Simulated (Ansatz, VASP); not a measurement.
**One calculation of Cu, two programs**

```
Cu
1.0
     0.00000    2.08661    1.35629
     2.08661    0.00000    1.35629
     2.08661    2.08661    0.00000
Cu
1
Direct
  0.00000 0.00000 0.00000
```

Alike in both runs: task single point; functional r2SCAN; k mesh 24 × 24 × 24; occupations gaussian, width 0.15 eV; no spin polarisation.

|  | VASP | Ansatz |
| --- | --- | --- |
| version | VASP 6.6.1 | Ansatz 0.2.0 |
| potentials or method | VASP PAW PBE potentials, release 64 (Cu), cutoff 520 eV | scalar-relativistic, plane waves, PAW |
| valence electrons in the cell | 11 | 19 |

```csv
,VASP,Ansatz,Ansatz less VASP
gap on the k mesh at the Fermi level (eV),none,none,-
pressure (GPa),-3.4,-4.1,-0.69
"traceless stress, the component that is largest in VASP (GPa)",0.43,0.42,-0.018
```

VASP's potentials were made for PBE, not for r2SCAN. A gap of «none» marks a metal or a gap that the smearing closes. The functional is the same, so the differences come from potentials, cutoffs and numerics. VASP's potentials hold 11 valence electrons a cell and Ansatz's 19, so a difference there can come from the potentials and not from the codes.
